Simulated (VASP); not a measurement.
# Al3Ni5 (Amm2) in VASP: notebook, part 2 of 2

VASP 6.6.1. The steps go on from the part before.

### Step 3. Single point, PBEsol (atoms displaced along a vibrational mode)

Contents of INCAR:

```
SYSTEM = Al3Ni5
PREC = Accurate
ENCUT = 520
EDIFF = 1E-6
ISMEAR = 0
SIGMA = 0.15
LREAL = .FALSE.
LASPH = .TRUE.
NELM = 60
ALGO = Fast
ISIF = 2
LWAVE = .FALSE.
LCHARG = .FALSE.
GGA = PS
NBANDS = 40
```

Contents of KPOINTS:

```
regular mesh
0
G
  8 8 10
  0 0 0
```

Contents of POSCAR:

```
Al3Ni5
1.0
    3.2933322733     -3.6919375996      0.0000000000
    3.2933322733      3.6919375996      0.0000000000
    0.0000000000      0.0000000000      3.7203545688
Al Ni
3 5
Direct
    0.5130059957      0.4869940043      0.0000000000
    0.7789848809      0.2210151191      0.5000000000
    0.2196071233      0.7803928767      0.5000000000
   -0.0130383200      0.0130383200      0.0000000000
    0.0205494616      0.5172223068      0.0000000000
    0.4827776932     -0.0205494616      0.0000000000
    0.2784270713      0.2740475427      0.5000000000
    0.7259524573      0.7215729287      0.5000000000
```

Potentials or basis: VASP PAW PBE potentials, release 64 (Al, Ni).

On the command line:

```bash
$ cat potpaw_PBE.64/Al/POTCAR potpaw_PBE.64/Ni/POTCAR > POTCAR
$ mpirun -np 1 vasp_std > vasp.out
```

OUTCAR:

```text
SYSTEM = Al3Ni5
   PREC = Accurate
   ENCUT = 520
   EDIFF = 1E-6
   ISMEAR = 0
   LREAL = .FALSE.
   LASPH = .TRUE.
   NELM = 60
   ISIF = 2
   GGA = PS

 ion  position               nearest neighbor table
   1  0.513  0.487  0.000-   7 2.37   8 2.37   7 2.37   8 2.37   5 2.46   6 2.46   5 2.50   6 2.50
                             2 2.71   2 2.71   3 2.86   3 2.86
   2  0.779  0.221  0.500-   4 2.41   4 2.41   8 2.45   7 2.45   8 2.52   7 2.52   5 2.58   5 2.58
                             6 2.58   6 2.58   1 2.71   1 2.71   3 3.25   3 3.32   3 3.32
   3  0.220  0.780  0.500-   5 2.42   6 2.42   5 2.42   6 2.42   7 2.43   8 2.43   4 2.53   4 2.53
                             8 2.55   7 2.55   1 2.86   1 2.86   2 3.25   2 3.32   2 3.32
   4  0.987  0.013  0.000-   2 2.41   2 2.41   6 2.48   5 2.48   5 2.48   6 2.48   3 2.53   3 2.53
                             8 2.60   7 2.60   8 2.60   7 2.60
   5  0.021  0.517  0.000-   3 2.42   3 2.42   1 2.46   4 2.48   4 2.48   1 2.50   2 2.58   2 2.58
                             7 2.62   7 2.62   8 2.63   8 2.63   6 3.04
   6  0.483  0.979  0.000-   3 2.42   3 2.42   1 2.46   4 2.48   4 2.48   1 2.50   2 2.58   2 2.58
                             8 2.62   8 2.62   7 2.63   7 2.63   5 3.04
   7  0.278  0.274  0.500-   1 2.37   1 2.37   3 2.43   2 2.45   2 2.52   3 2.55   4 2.60   4 2.60
                             5 2.62   5 2.62   6 2.63   6 2.63   8 2.95
   8  0.726  0.722  0.500-   1 2.37   1 2.37   3 2.43   2 2.45   2 2.52   3 2.55   4 2.60   4 2.60
                             6 2.62   6 2.62   5 2.63   5 2.63   7 2.95

  LATTYP: Found a base centered orthorhombic cell.
 ALAT       =     6.5866645466
 B/A-ratio  =     1.1210340449
 C/A-ratio  =     0.5648313410

  Lattice vectors:

 A1 = (   3.2933322733,  -3.6919375996,   0.0000000000)
 A2 = (   3.2933322733,   3.6919375996,   0.0000000000)
 A3 = (   0.0000000000,   0.0000000000,   3.7203545688)

Analysis of symmetry for initial positions (statically):
=====================================================================
 Subroutine PRICEL returns:
 Original cell was already a primitive cell.

 Routine SETGRP: Setting up the symmetry group for a
 base centered orthorhombic supercell.

 Subroutine GETGRP returns: Found  4 space group operations
 (whereof  4 operations were pure point group operations)
 out of a pool of  8 trial point group operations.

The static configuration has the point symmetry C_2v.

Analysis of symmetry for dynamics (positions and initial velocities):
=====================================================================
 Subroutine PRICEL returns:
 Original cell was already a primitive cell.

 Routine SETGRP: Setting up the symmetry group for a
 base centered orthorhombic supercell.

 Subroutine GETGRP returns: Found  4 space group operations
 (whereof  4 operations were pure point group operations)
 out of a pool of  8 trial point group operations.

The dynamic configuration has the point symmetry C_2v.

 Subroutine INISYM returns: Found  4 space group operations
 (whereof  4 operations are pure point group operations),
 and found     1 'primitive' translations

----------------------------------------------------------------------------------------

                                     Primitive cell

  volume of cell :      90.4699
[... 81 lines left out ...]
  0.250000  0.000000  0.100000      8.000000
 [... further k-points ...]
   k-points           NKPTS =    126   k-points in BZ     NKDIM =    126   number of bands    NBANDS=     40
   number of dos      NEDOS =    301   number of ions     NIONS =      8
   total plane-waves  NPLWV =  44800
   dimension x,y,z NGX =    40 NGY =   40 NGZ =   28
   dimension x,y,z NGXF=    80 NGYF=   80 NGZF=   56
   ions per type =               3   5
   NGX,Y,Z   is equivalent  to a cutoff of  13.44, 13.44, 12.51 a.u.
   NGXF,Y,Z  is equivalent  to a cutoff of  26.88, 26.88, 25.02 a.u.
 SYSTEM =  Al3Ni5
   PREC   = accura    normal or accurate (medium, high low for compatibility)
   ISTART =      0    job   : 0-new  1-cont  2-samecut
   ICHARG =      2    charge: 1-file 2-atom 10-const
   ISPIN  =      1    spin polarized calculation?
   LNONCOLLINEAR =      F non collinear calculations
   LSORBIT =      F    spin-orbit coupling
   LASPH  =      T    aspherical Exc in radial PAW
   ENCUT  =  520.0 eV  38.22 Ry    6.18 a.u.   9.20  9.20  6.92*2*pi/ulx,y,z
   NELM   =     60;   NELMIN=  2; NELMDL= -5     # of ELM steps
   EDIFF  = 0.1E-05   stopping-criterion for ELM
   LREAL  =      F    real-space projection
   EDIFFG = 0.1E-04   stopping-criterion for IOM
   NSW    =      0    number of steps for IOM
   IBRION =     -1    ionic relax: 0-MD 1-quasi-New 2-CG
   NFREE  =      0    steps in history (QN), initial steepest desc. (CG)
   ISIF   =      2    stress and relaxation
   ISYM   =      2    0-nonsym 1-usesym 2-fastsym
   POTIM  = 0.5000    time-step for ionic-motion
   TEBEG  =    0.0;   TEEND  =   0.0 temperature during run
   PSTRESS=    0.0 pullay stress
   NELECT =      59.0000    total number of electrons
   NUPDOWN=      -1.0000    fix difference up-down
   EMIN   =  10.00;   EMAX   =-10.00  energy-range for DOS
   EFERMI =   0.00;   METHOD = LEGACY
   ISMEAR =     0;   SIGMA  =   0.15  broadening in eV -4-tet -1-fermi 0-gaus
   EFERMI_NEDOS =   21; number of points for ismear=-14 and -15
   IALGO  =     68    algorithm
   IMIX   =      4    mixing-type and parameters
     AMIX     =   0.40;   BMIX     =  1.00
     AMIX_MAG =   1.60;   BMIX_MAG =  1.00
  volume/ion in A,a.u.               =      11.31        76.32
  Fermi-wavevector in a.u.,A,eV,Ry     =   1.419681  2.682808 27.422461  2.015494
  Thomas-Fermi vector in A             =   2.540676
   LORBIT       =      0    0 simple, 1 ext, 2 COOP (PROOUT), +10 PAW based schemes
   GGA     = PS    functional components
   LHFCALC =     F    Hartree Fock is set to
   AEXX    =    0.0000 exact exchange contribution
   IVDW    =     0    specifies the selected vdW correction
   LEPSILON=     F    determine dielectric tensor
   LRPA    =     F    only Hartree local field effects (RPA)
 non-spin polarized calculation
 RMM-DIIS sequential band-by-band and
 Gauss-broadening in eV      SIGMA  =   0.15
  energy-cutoff  :      520.00
  volume of cell :       90.47
 maximum number of plane-waves:      2461
 NGX is ok and might be reduce to    40
   NGX = 19   NGY = 19   NGZ = 13

 number of electron      58.9999959 magnetization

 Free energy of the ion-electron system (eV)
  ---------------------------------------------------
  ext. energy  EPLUGINS =         0.00000000
  ---------------------------------------------------
  free energy    TOTEN  =       -47.55202025 eV

  energy without entropy =      -47.50838236  energy(sigma->0) =      -47.53020131

 E-fermi :  10.0546     XC(G=0): -12.6253

 val. band max:       10.0536618924   @ k =   0.2500   0.2500   0.4000
 cond. band min:      10.0549876177   @ k =   0.5000   0.3750   0.5000
 fundamental gap:      0.0013257253
 Fermi energy:        10.0545741324

 k-point     1 :       0.0000    0.0000    0.0000
  band No.  band energies     occupation
      1      -0.8154      2.00000
      2       3.9305      2.00000
      3       4.1212      2.00000
      4       4.9919      2.00000
      5       5.6169      2.00000
      6       5.7512      2.00000
[... 1021 lines left out ...]
     39      17.2929      0.00000
     40      17.5503      0.00000

 [... further k-points ...]

------------------------ aborting loop because EDIFF is reached ----------------------------------------

  FORCE on cell =-STRESS in cart. coord.  units (eV):
  Direction    XX          YY          ZZ          XY          YZ          ZX
  --------------------------------------------------------------------------------------
  -------------------------------------------------------------------------------------
  Total       -0.2157121      0.1390248      0.8806120      0.0000000      0.0000000      0.0000000
  in kB       -3.8201534      2.4620602     15.5951999      0.0000000      0.0000000      0.0000000
  external PRESSURE =       4.7457022 kB  Pullay stress =       0.0000000 kB

 VOLUME and BASIS-vectors are now :
 -----------------------------------------------------------------------------
  energy-cutoff  :      520.00
  volume of cell :       90.47
      direct lattice vectors                 reciprocal lattice vectors
     3.293332273 -3.691937600  0.000000000     0.151821911 -0.135430241  0.000000000
     3.293332273  3.691937600  0.000000000     0.151821911  0.135430241  0.000000000
     0.000000000  0.000000000  3.720354569     0.000000000  0.000000000  0.268791585

 POSITION                                       TOTAL-FORCE (eV/Angst)
 -----------------------------------------------------------------------------------
      3.29333     -0.09603      0.00000         0.000000      0.160040      0.000000
      3.29333     -2.05999      1.86018         0.000000     -0.037429      0.000000
      3.29333      2.07039      1.86018         0.000000      0.018350      0.000000
      3.29333     -3.59566      0.00000         0.000000     -0.337499      0.000000
      1.77106      1.83369      0.00000        -0.447069      0.040222      0.000000
      4.81560      1.83369      0.00000         0.447069      0.040222      0.000000
      1.81948     -0.01617      1.86018        -0.002236      0.058047      0.000000
      4.76718     -0.01617      1.86018         0.002236      0.058047      0.000000
 -----------------------------------------------------------------------------------
    total drift:                               -0.000000     -0.000121     -0.000000

  FREE ENERGIE OF THE ION-ELECTRON SYSTEM (eV)
  ---------------------------------------------------
  free  energy   TOTEN  =       -47.5520202501 eV

  energy  without entropy=      -47.5083823619  energy(sigma->0) =      -47.53020131
```

Wall time 3.8 min (1 thread of Intel Xeon 6975P-C (Granite Rapids), shared host); peak memory 0.42 GiB.

What came out:

```
Free energy            : -47.5520 eV
Pressure               : 0.5 GPa
Largest force          : 0.449 eV/Å
Band gap on the k mesh : zero (an odd number of electrons rules out a gap without spin polarisation)
```

Forces in eV/Å, atoms in the order of the input:
```
Al   0.000  0.160  0.000
Al   0.000 -0.037  0.000
Al   0.000  0.018  0.000
Ni   0.000 -0.337  0.000
Ni  -0.447  0.040  0.000
Ni   0.447  0.040  0.000
Ni  -0.002  0.058  0.000
Ni   0.002  0.058  0.000
```

Caveat: the cell differs from its parent crystal (atoms displaced along a vibrational mode); the PAW data sets were made with another functional, which shifts forces and pressure a little.
